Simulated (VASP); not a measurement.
A run of VASP 6.6.1 is set up as follows.

Contents of INCAR:

```
SYSTEM = Ti
PREC = Accurate ; ENCUT = 520
EDIFF = 1E-6 ; ISMEAR = 0
SIGMA = 0.15 ; LREAL = .False.
LASPH = .True. ; NELM = 100
ALGO = Fast ; ISIF = 2
LWAVE = .False. ; LCHARG = .False.
GGA = PE ; NBANDS = 32
```

Contents of KPOINTS:

```
Automatic mesh
0
Gamma
  16 16 5
  0 0 0
```

Contents of POSCAR:

```
Ti
1.0
   -1.6276186077      1.6276186077     -1.6276186077
   -1.6276186077     -1.6276186077      1.6276186077
   -0.5425395359      6.5104744307      6.5104744307
Ti
4
Direct
   -0.1458333333     -0.1458333333      0.8750000000
    0.4791666667      0.4791666667      0.1250000000
   -0.0625000000     -0.0625000000      0.3750000000
    0.3958333333      0.3958333333      0.6250000000
```

Potentials or basis: VASP PAW PBE potentials, release 64 (Ti_sv).

Launch:

```console
$ cat potpaw_PBE.64/Ti_sv/POTCAR > POTCAR
$ mpirun -np 1 vasp_std > vasp.out
```

Question: Predict the largest force.

Answer: 0.590 eV/Å.

Question: What does it give for the pressure?

Answer: -0.3 GPa.

Question: Estimate the band gap on the k mesh.

Answer: Zero (bands 24 and 25 overlap by 1.11 eV).

Stress tensor (GPa, compression positive):
```
-1.59  1.24  1.24
 1.24  0.33 -0.66
 1.24 -0.66  0.33
```
